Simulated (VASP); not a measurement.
# Li (C2/m) in VASP: notebook

Runs on Li. Level: PBE. Tasks: single point.

Everything below comes from runs of VASP 6.6.1. Logs are shortened: lines on timing, memory, paths and dates and some standing lists are left out, and cuts for length are marked.

## Step 1: The cell of the first run

The structure is monoclinic, space group C2/m (No. 12). Conventional cell: a = 5.368 Å, b = 3.102 Å, c = 7.798 Å, α = 90.00°, β = 103.42°, γ = 90.00°. Li (site symmetry 2/m) has 12 Li at 3.10 Å within 4.1 Å. Within 4.1 Å of Li (site symmetry m) lie 12 Li at 3.09 to 3.10 Å.

## Step 2: Single point, PBE

The input, INCAR:

```
PREC = Accurate
ENCUT = 520
EDIFF = 1E-6
ISMEAR = 0
SIGMA = 0.1
LREAL = F
LASPH = T
NELM = 100
ALGO = Normal
ISIF = 2
LWAVE = F
LCHARG = F
GGA = PE
NBANDS = 12
```

The input, KPOINTS:

```
regular mesh
0
Gamma
  6 6 2
```

The input, POSCAR:

```
Li
1.0
    2.6840716000     -1.5512156400      0.0000000000
    2.6840716000      1.5512156400      0.0000000000
   -1.8102470900      0.0000000000      7.5854298600
Li
3
Direct
    0.0000000000      0.0000000000      0.5000000000
    0.2223443500      0.2223443500      0.1666707800
    0.7776556500      0.7776556500      0.8333292200
```

Potentials or basis: VASP PAW PBE potentials, release 64 (Li_sv).

Command:

```sh
> cat potpaw_PBE.64/Li_sv/POTCAR > POTCAR
> mpirun -np 1 vasp_std > vasp.out
```

OUTCAR:

```text
PREC = Accurate
   ENCUT = 520
   EDIFF = 1E-6
   ISMEAR = 0
   LREAL = F
   LASPH = T
   NELM = 100
   ISIF = 2
   GGA = PE

 ion  position               nearest neighbor table
   1  0.000  0.000  0.500-
   2  0.222  0.222  0.167-
   3  0.778  0.778  0.833-

  LATTYP: Found a base centered monoclinic cell.
 ALAT       =     5.3681432000
 B/A-ratio  =     0.5779337779
 C/A-ratio  =     1.4527266636
 COS(beta)  =    -0.2321292444

  Lattice vectors:

 A1 = (   2.6840716000,  -1.5512156400,   0.0000000000)
 A2 = (   2.6840716000,   1.5512156400,   0.0000000000)
 A3 = (  -1.8102470900,   0.0000000000,   7.5854298600)

Analysis of symmetry for initial positions (statically):
=====================================================================
 Subroutine PRICEL returns:
 Original cell was already a primitive cell.

 Routine SETGRP: Setting up the symmetry group for a
 base centered monoclinic supercell.

 Subroutine GETGRP returns: Found  4 space group operations
 (whereof  4 operations were pure point group operations)
 out of a pool of  4 trial point group operations.

The static configuration has the point symmetry C_2h.

Analysis of symmetry for dynamics (positions and initial velocities):
=====================================================================
 Subroutine PRICEL returns:
 Original cell was already a primitive cell.

 Routine SETGRP: Setting up the symmetry group for a
 base centered monoclinic supercell.

 Subroutine GETGRP returns: Found  4 space group operations
 (whereof  4 operations were pure point group operations)
 out of a pool of  4 trial point group operations.

The dynamic configuration has the point symmetry C_2h.

 Subroutine INISYM returns: Found  4 space group operations
 (whereof  4 operations are pure point group operations),
 and found     1 'primitive' translations

----------------------------------------------------------------------------------------

                                     Primitive cell

  volume of cell :      63.1650

  direct lattice vectors                    reciprocal lattice vectors
     2.684071600 -1.551215640  0.000000000     0.186284151 -0.322327849  0.044456326
     2.684071600  1.551215640  0.000000000     0.186284151  0.322327849  0.044456326
    -1.810247090  0.000000000  7.585429860     0.000000000  0.000000000  0.131831685

  length of vectors
     3.100082308  3.100082308  7.798444761     0.374931183  0.374931183  0.131831685

  position of ions in fractional coordinates (direct lattice)
     0.000000000  0.000000000  0.500000000
     0.222344350  0.222344350  0.166670780
     0.777655650  0.777655650  0.833329220

  ion indices of the primitive-cell ions
   primitive index   ion index
                 1           1
                 2           2
                 3           3

----------------------------------------------------------------------------------------

 KPOINTS: regular mesh

Automatic generation of k-mesh.
 Grid dimensions read from file:
 generate k-points for:    6    6    2

 Generating k-lattice:

  Cartesian coordinates                     Fractional coordinates (reciprocal lattice)
     0.031047359 -0.053721308  0.007409388     0.166666667 -0.000000000  0.000000000
     0.031047359  0.053721308  0.007409388    -0.000000000  0.166666667  0.000000000
     0.000000000  0.000000000  0.065915843     0.000000000  0.000000000  0.500000000

  Length of vectors
     0.062488530  0.062488530  0.065915843

  Shift w.r.t. Gamma in fractional coordinates (k-lattice)
     0.000000000  0.000000000  0.000000000

 Subroutine IBZKPT returns following result:
 ===========================================

 Found     26 irreducible k-points:

 Following reciprocal coordinates:
            Coordinates               Weight
  0.000000  0.000000  0.000000      1.000000
  0.166667  0.000000  0.000000      4.000000
  0.333333  0.000000  0.000000      4.000000
  0.500000 -0.000000  0.000000      2.000000
  0.166667  0.166667  0.000000      2.000000
  0.333333  0.166667  0.000000      4.000000
[... 16 lines left out ...]
  0.333333  0.333333  0.500000      2.000000
  0.500000  0.333333  0.500000      4.000000
 [... further k-points ...]
   k-points           NKPTS =     26   k-points in BZ     NKDIM =     26   number of bands    NBANDS=     12
   number of dos      NEDOS =    301   number of ions     NIONS =      3
   total plane-waves  NPLWV =  34560
   dimension x,y,z NGX =    24 NGY =   24 NGZ =   60
   dimension x,y,z NGXF=    48 NGYF=   48 NGZF=  120
   ions per type =               3
   NGX,Y,Z   is equivalent  to a cutoff of  12.87, 12.87, 12.79 a.u.
   NGXF,Y,Z  is equivalent  to a cutoff of  25.74, 25.74, 25.58 a.u.
 SYSTEM =  unknown system
   PREC   = accura    normal or accurate (medium, high low for compatibility)
   ISTART =      0    job   : 0-new  1-cont  2-samecut
   ICHARG =      2    charge: 1-file 2-atom 10-const
   ISPIN  =      1    spin polarized calculation?
   LNONCOLLINEAR =      F non collinear calculations
   LSORBIT =      F    spin-orbit coupling
   LASPH  =      T    aspherical Exc in radial PAW
   ENCUT  =  520.0 eV  38.22 Ry    6.18 a.u.   5.76  5.76 14.50*2*pi/ulx,y,z
   NELM   =    100;   NELMIN=  2; NELMDL= -5     # of ELM steps
   EDIFF  = 0.1E-05   stopping-criterion for ELM
   LREAL  =      F    real-space projection
   EDIFFG = 0.1E-04   stopping-criterion for IOM
   NSW    =      0    number of steps for IOM
   IBRION =     -1    ionic relax: 0-MD 1-quasi-New 2-CG
   NFREE  =      0    steps in history (QN), initial steepest desc. (CG)
   ISIF   =      2    stress and relaxation
   ISYM   =      2    0-nonsym 1-usesym 2-fastsym
   POTIM  = 0.5000    time-step for ionic-motion
   TEBEG  =    0.0;   TEEND  =   0.0 temperature during run
   PSTRESS=    0.0 pullay stress
   NELECT =       9.0000    total number of electrons
   NUPDOWN=      -1.0000    fix difference up-down
   EMIN   =  10.00;   EMAX   =-10.00  energy-range for DOS
   EFERMI =   0.00;   METHOD = LEGACY
   ISMEAR =     0;   SIGMA  =   0.10  broadening in eV -4-tet -1-fermi 0-gaus
   EFERMI_NEDOS =   21; number of points for ismear=-14 and -15
   IALGO  =     38    algorithm
   IMIX   =      4    mixing-type and parameters
     AMIX     =   0.40;   BMIX     =  1.00
     AMIX_MAG =   1.60;   BMIX_MAG =  1.00
  volume/ion in A,a.u.               =      21.05       142.09
  Fermi-wavevector in a.u.,A,eV,Ry     =   0.855061  1.615830  9.947607  0.731128
  Thomas-Fermi vector in A             =   1.971752
   LORBIT       =      0    0 simple, 1 ext, 2 COOP (PROOUT), +10 PAW based schemes
   GGA     = PE    functional components
   LHFCALC =     F    Hartree Fock is set to
   AEXX    =    0.0000 exact exchange contribution
   IVDW    =     0    specifies the selected vdW correction
   LEPSILON=     F    determine dielectric tensor
   LRPA    =     F    only Hartree local field effects (RPA)
 non-spin polarized calculation
 Gauss-broadening in eV      SIGMA  =   0.10
  energy-cutoff  :      520.00
  volume of cell :       63.16
 maximum number of plane-waves:      1716
   NGX = 11   NGY = 11   NGZ = 29

 number of electron       9.0000012 magnetization

 Free energy of the ion-electron system (eV)
  ---------------------------------------------------
  ext. energy  EPLUGINS =         0.00000000
  ---------------------------------------------------
  free energy    TOTEN  =        -5.71724336 eV

  energy without entropy =       -5.71020588  energy(sigma->0) =       -5.71372462

 E-fermi :   0.4305     XC(G=0):  -6.9524

 val. band max:        0.4234612995   @ k =  -0.3333   0.1667   0.5000
 cond. band min:       0.4653536650   @ k =   0.5000   0.5000   0.5000
 fundamental gap:      0.0418923655
 Fermi energy:         0.4304633781

 k-point     1 :       0.0000    0.0000    0.0000
  band No.  band energies     occupation
      1     -46.0695      2.00000
      2     -46.0582      2.00000
      3     -46.0579      2.00000
      4      -2.9904      2.00000
      5      -1.0539      2.00000
      6      -1.0534      2.00000
      7       6.0622      0.00000
      8       6.0643      0.00000
      9      12.9827      0.00000
     10      12.9879      0.00000
     11      13.0985      0.00000
     12      13.1273      0.00000

 k-point     2 :       0.1667    0.0000    0.0000
  band No.  band energies     occupation
      1     -46.0661      2.00000
      2     -46.0567      2.00000
      3     -46.0553      2.00000
      4      -2.5492      2.00000
      5      -0.8033      2.00000
      6      -0.3736      2.00000
      7       5.8162      0.00000
      8       6.7807      0.00000
      9       9.7118      0.00000
     10      10.6592      0.00000
     11      11.1995      0.00000
     12      11.6734      0.00000

 k-point     3 :       0.3333    0.0000    0.0000
  band No.  band energies     occupation
      1     -46.0586      2.00000
      2     -46.0528      2.00000
      3     -46.0514      2.00000
      4      -1.2321      2.00000
      5       0.2956      1.94356
      6       1.1578      0.00000
      7       4.6803      0.00000
      8       6.0373      0.00000
      9       7.6648      0.00000
     10       8.0179      0.00000
     11       9.2392      0.00000
     12       9.7525      0.00000

 k-point     4 :       0.5000   -0.0000    0.0000
  band No.  band energies     occupation
      1     -46.0542      2.00000
      2     -46.0507      2.00000
      3     -46.0504      2.00000
      4       0.4655      0.62013
      5       1.3181      0.00000
      6       1.5404      0.00000
      7       4.1260      0.00000
      8       4.2750      0.00000
      9       4.8895      0.00000
     10       8.7251      0.00000
     11       9.3409      0.00000
     12       9.3592      0.00000

 k-point     5 :       0.1667    0.1667    0.0000
  band No.  band energies     occupation
      1     -46.0659      2.00000
      2     -46.0574      2.00000
      3     -46.0546      2.00000
      4      -2.5295      2.00000
      5      -1.0027      2.00000
      6      -0.1466      2.00000
      7       5.4240      0.00000
      8       7.1906      0.00000
      9       9.9414      0.00000
     10      10.3194      0.00000
     11      10.9489      0.00000
     12      12.1425      0.00000
[... 228 lines left out ...]
      1     -46.0532      2.00000
      2     -46.0528      2.00000
      3     -46.0492      2.00000
      4       0.4235      1.07888
      5       0.5740      0.04234
      6       2.7836      0.00000
      7       4.3851      0.00000
      8       4.8168      0.00000
      9       5.2652      0.00000
     10       6.1946      0.00000
     11       8.0118      0.00000
     12       8.7382      0.00000

 k-point    22 :      -0.1667    0.1667    0.5000
  band No.  band energies     occupation
      1     -46.0583      2.00000
      2     -46.0579      2.00000
      3     -46.0504      2.00000
      4      -1.1877      2.00000
      5      -1.1863      2.00000
      6       2.2218      0.00000
      7       3.7287      0.00000
      8       7.0115      0.00000
      9       8.0373      0.00000
     10       8.3247      0.00000
     11       9.5403      0.00000
     12      10.5739      0.00000

 k-point    23 :       0.3333    0.3333    0.5000
  band No.  band energies     occupation
      1     -46.0581      2.00000
      2     -46.0542      2.00000
      3     -46.0504      2.00000
      4      -1.1103      2.00000
      5      -0.2120      2.00000
      6       1.9077      0.00000
      7       4.0944      0.00000
      8       6.3426      0.00000
      9       7.2339      0.00000
     10       7.6530      0.00000
     11       9.6156      0.00000
     12      10.1577      0.00000

 k-point    24 :       0.5000    0.3333    0.5000
  band No.  band energies     occupation
      1     -46.0541      2.00000
      2     -46.0513      2.00000
      3     -46.0497      2.00000
      4       0.1201      1.99999
      5       1.1771      0.00000
      6       2.3818      0.00000
      7       3.9670      0.00000
      8       5.0140      0.00000
      9       5.6333      0.00000
     10       6.4595      0.00000
     11       7.5043      0.00000
     12       8.9073      0.00000

 [... further k-points ...]

------------------------ aborting loop because EDIFF is reached ----------------------------------------

  FORCE on cell =-STRESS in cart. coord.  units (eV):
  Direction    XX          YY          ZZ          XY          YZ          ZX
  --------------------------------------------------------------------------------------
  -------------------------------------------------------------------------------------
  Total       -0.0215248     -0.1462540     -0.4285330      0.0000000      0.0000000     -0.1590776
  in kB       -0.5459753     -3.7097257    -10.8697212      0.0000000      0.0000000     -4.0349970
  external PRESSURE =      -5.0418074 kB  Pullay stress =       0.0000000 kB

 VOLUME and BASIS-vectors are now :
 -----------------------------------------------------------------------------
  energy-cutoff  :      520.00
  volume of cell :       63.16
      direct lattice vectors                 reciprocal lattice vectors
     2.684071600 -1.551215640  0.000000000     0.186284151 -0.322327849  0.044456326
     2.684071600  1.551215640  0.000000000     0.186284151  0.322327849  0.044456326
    -1.810247090  0.000000000  7.585429860     0.000000000  0.000000000  0.131831685

 POSITION                                       TOTAL-FORCE (eV/Angst)
 -----------------------------------------------------------------------------------
     -0.90512      0.00000      3.79271         0.000000      0.000000      0.000000
      0.89186      0.00000      1.26427         0.003980     -0.000000     -0.004844
      2.66604      0.00000      6.32116        -0.003980     -0.000000      0.004844
 -----------------------------------------------------------------------------------
    total drift:                               -0.000000     -0.000000      0.000000

  FREE ENERGIE OF THE ION-ELECTRON SYSTEM (eV)
  ---------------------------------------------------
  free  energy   TOTEN  =        -5.7172433598 eV

  energy  without entropy=       -5.7102058756  energy(sigma->0) =       -5.71372462
```

Run time: 7.3 s. Hardware: 1 thread of Intel Xeon Platinum 8488C (Sapphire Rapids), shared host; peak memory 0.16 GiB.

Results:

```yaml
Free_energy: -5.7172 eV
Largest_force: 0.006 eV/Å
Band_gap_on_the_k_mesh: zero (an odd number of electrons rules out a gap without spin polarisation)
```

Forces on the atoms (eV/Å):
```
Li   0.000  0.000  0.000
Li   0.004  0.000 -0.005
Li  -0.004  0.000  0.005
```

Caveat: the k points lie up to 0.41 Å⁻¹ apart, too coarse for converged energies and pressures of a metal; the cutoff is under 1.25 times the usual one of these potentials, so pressure, stress and relaxed cells hold a basis-set (Pulay) error.

## Step 3: Single point, PBE

This run uses another cell than the first one, of 20.21 Å³/atom.

The input, INCAR:

```
SYSTEM = Li
ALGO = Fast ; EDIFF = 1E-7
ENCUT = 520 ; GGA = PE
ISIF = 2 ; ISMEAR = 0
LASPH = .True. ; LCHARG = .False.
LREAL = .False. ; LWAVE = .False.
NBANDS = 12 ; NELM = 80
PREC = Accurate ; SIGMA = 0.1
```

The input, KPOINTS:

```
k-points
0
Gamma
  18 18 6
  0 0 0
```

The input, POSCAR:

```
Li
1.0
    2.6441128544     -1.5254329309      0.0190739542
    2.6441128544      1.5254329309      0.0190739542
   -1.7293925610      0.0000000000      7.5022873671
Li
3
Direct
    0.0000000000      0.0000000000      0.5000000000
    0.2223199644      0.2223199644      0.1666934476
    0.7776800356      0.7776800356      0.8333065524
```

Potentials or basis: VASP PAW PBE potentials, release 64 (Li_sv).

Command:

```sh
> cat potpaw_PBE.64/Li_sv/POTCAR > POTCAR
> mpirun -np 1 vasp_std > vasp.out
```

It took 4.5 min on 1 thread of Intel Xeon Platinum 8488C (Sapphire Rapids), shared host; peak memory 0.38 GiB.

The run converged. Its results:

* Free energy: -5.7244 eV
* Band gap on the k mesh: zero (an odd number of electrons rules out a gap without spin polarisation)

Levels at points of the mesh, in eV from the Fermi level:
| k point | band 1 | band 2 | band 3 | band 4 | band 5 | band 6 | band 7 | band 8 | band 9 | band 10 |
| --- | --- | --- | --- | --- | --- | --- | --- | --- | --- | --- |
| (0.00, 0.00, 0.00) | -46.52 | -46.51 | -46.51 | -3.56 | -1.62 | -1.62 | 5.64 | 5.64 | 12.89 | 12.92 |
| (0.50, 0.00, 0.00) | -46.50 | -46.50 | -46.50 | -0.06 | 0.83 | 1.08 | 3.79 | 3.84 | 4.46 | 8.48 |
| (0.50, 0.50, 0.00) | -46.50 | -46.50 | -46.50 | 0.22 | 0.35 | 1.17 | 3.30 | 4.35 | 5.46 | 6.87 |
| (0.00, 0.00, 0.50) | -46.52 | -46.52 | -46.50 | -3.07 | -3.07 | -0.05 | 2.89 | 10.44 | 10.45 | 12.57 |
| (0.50, 0.00, 0.50) | -46.50 | -46.50 | -46.50 | 0.26 | 0.31 | 1.19 | 3.23 | 4.46 | 5.55 | 6.72 |
| (0.50, 0.50, 0.50) | -46.50 | -46.50 | -46.50 | -0.05 | 0.86 | 1.00 | 3.69 | 3.94 | 4.56 | 8.28 |

Caveat: the cutoff is under 1.25 times the usual one of these potentials, so pressure, stress and relaxed cells hold a basis-set (Pulay) error.

The gap in the log of VASP goes by the Fermi energy; the results here count the filled bands.